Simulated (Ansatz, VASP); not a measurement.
## Cr: VASP beside Ansatz

```
CELL_PARAMETERS angstrom
-1.41628 1.41628 1.41628
1.41628 -1.41628 1.41628
1.41628 1.41628 -1.41628
ATOMIC_POSITIONS crystal
Cr 0.00000 0.00000 0.00000
```

Alike in both runs: functional r2SCAN; k mesh 10 × 10 × 10; occupations gaussian, width 0.1 eV; no spin polarisation.

Ansatz relaxed the structure, and its values are those at the end. VASP's run is a single point on that final structure, the one shown.

|  | VASP | Ansatz |
| --- | --- | --- |
| version | VASP 6.6.1 | Ansatz 0.2.0 |
| potentials or method | VASP PAW PBE potentials, release 64 (Cr_pv), cutoff 520 eV | scalar-relativistic, plane waves, PAW |
| valence electrons in the cell | 12 | 14 |

Ansatz gave:

* gap on the k mesh at the Fermi level (eV): none
* pressure (GPa): -0.2

Q: What did VASP give for the same quantities?

A: gap on the k mesh at the Fermi level (eV): none; pressure (GPa): 0.4.

VASP's potentials were made for PBE, not for r2SCAN. A gap of «none» marks a metal or a gap that the smearing closes. VASP's potentials hold 12 valence electrons a cell and Ansatz's 14, so a difference there can come from the potentials and not from the codes.
